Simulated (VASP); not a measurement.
Runs of VASP 6.6.1 on HfO2. The structure is that of space group P2_1/c (No. 14), or close to it. The cells are those of the table. 

| task | level | potentials or basis | cell | k mesh | gap on the mesh (eV) | pressure (GPa) | largest force (eV/Å) |
| --- | --- | --- | --- | --- | --- | --- | --- |
| electric field gradients | LDA | VASP PAW LDA potentials, release 64 (Hf_pv, O) | a = 5.118, b = 5.186, c = 5.284 Å, angles 90.0, 99.4, 90.0°, 12 atoms | 6 × 6 × 6 | 3.83 | -11.1 | 0.19 |
| electric field gradients | PBE | VASP PAW PBE potentials, release 64 (Hf_pv, O) | a = 5.101, b = 5.168, c = 5.266 Å, angles 90.0, 99.4, 90.0°, 12 atoms | 4 × 4 × 4 | 4.05 | 4.3 | 0.03 |
| electric field gradients | PBE | VASP PAW PBE potentials, release 64 (Hf_pv, O) | a = 5.118, b = 5.186, c = 5.078 Å, angles 90.0, 99.7, 90.0°, 12 atoms | 4 × 4 × 4 | 4.08 | 12.4 | 0.39 |
| electric field gradients | PBE | VASP PAW PBE potentials, release 64 (Hf_pv, O) | a = 5.152, b = 5.220, c = 5.319 Å, angles 90.0, 99.4, 90.0°, 12 atoms | 4 × 4 × 4 | 3.95 | -3.0 | (a) |
| single point | PBE | VASP PAW PBE potentials, release 64 (Hf_pv, O) | a = 5.118, b = 5.186, c = 5.284 Å, angles 90.0, 99.4, 90.0°, 12 atoms | 4 × 4 × 4 | (b) | 1.7 | 0.08 |
| electric field gradients | PBE | VASP PAW PBE potentials, release 64 (Hf_pv, O) | a = 5.118, b = 5.186, c = 5.284 Å, angles 90.0, 99.4, 90.0°, 12 atoms | 4 × 4 × 4 | 3.94 | 1.8 | 2.18 |
| electric field gradients | PBE | VASP PAW PBE potentials, release 64 (Hf_pv, O) | a = 5.084, b = 5.151, c = 5.249 Å, angles 90.0, 99.4, 90.0°, 12 atoms | 4 × 4 × 4 | 4.09 | 6.9 | 0.07 |

Alike in all rows: no spin polarisation; cutoff (eV) 520; smearing fermi-dirac 0.02 eV.

Problem. Fill in the values left out.

Solution. (a) 0.20; (b) 4.02.

Caveats: spin-orbit coupling is left out, which moves the levels of the heavy elements; forces of over 1 eV/Å act on the atoms, so gaps and moduli don't describe the material at rest (some runs).

A k mesh can miss the band edges, and the runs leave out spin-orbit coupling on Hf.
